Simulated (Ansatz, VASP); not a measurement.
GaCuSe2 in VASP and in Ansatz

```
Ga Cu Se
1.0
    -2.75447    2.75447    5.47879
     2.75447   -2.75447    5.47879
     2.75447    2.75447   -5.47879
Ga Cu Se
2 2 4
Direct
  0.50000 0.50000 0.00000
  0.25000 0.75000 0.50000
  0.00000 0.00000 0.00000
  0.75000 0.25000 0.50000
  0.37500 0.36595 0.49095
  0.63405 0.12500 0.00905
  0.87500 0.88405 0.50905
  0.11595 0.62500 0.99095
```

Alike in both runs: functional LDA; k mesh 7 × 7 × 7; occupations fermi-dirac, width 0.1 eV; no spin polarisation.

Ansatz relaxed the structure, and its values are those at the end. VASP's run is a single point on that final structure, the one shown.

|  | VASP | Ansatz |
| --- | --- | --- |
| version | VASP 6.6.1 | Ansatz 0.2.0 |
| potentials or method | VASP PAW LDA potentials, release 64 (Ga_d, Cu, Se), cutoff 520 eV | PAW plane waves |
| valence electrons in the cell | 72 | 128 |

VASP gave:

```
pressure (GPa)                     : 0.3
rms of the force components (eV/Å) : 0.004
```

Task: Estimate Ansatz's values.

Result: Pressure (GPa): 0.0; rms of the force components (eV/Å): 0.001.

Ansatz warns that its potentials were made for another functional, while VASP's fit it. LDA's correlation is that of Perdew and Zunger in VASP and of Perdew and Wang (1992) in Ansatz. VASP's potentials hold 72 valence electrons a cell and Ansatz's 128, so a difference there can come from the potentials and not from the codes.
